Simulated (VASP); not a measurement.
Input of a VASP 6.6.1 run:

The input INCAR:

```
PREC = Accurate
ENCUT = 500
EDIFF = 1E-6
ISMEAR = -1
SIGMA = 0.1
LREAL = F
LASPH = T
NELM = 120
ALGO = Normal
ISIF = 2
LWAVE = F
LCHARG = F
GGA = PE
NBANDS = 10
GGA_COMPAT = F
```

File KPOINTS:

```
regular mesh
0
Gamma
  8 8 8
```

The input POSCAR:

```
Ir
1.0
    0.0000000000      1.9350000000      1.9350000000
    1.9350000000      0.0000000000      1.9350000000
    1.9350000000      1.9350000000      0.0000000000
Ir
1
Direct
    0.0000000000      0.0000000000      0.0000000000
```

Potentials or basis: VASP PAW PBE potentials, release 64 (Ir).

Command:

```sh
$ cat potpaw_PBE.64/Ir/POTCAR > POTCAR
$ mpirun -np 1 vasp_std > vasp.out
```

(1) What does it give for the pressure?

Results:

(1) 2.3 GPa.
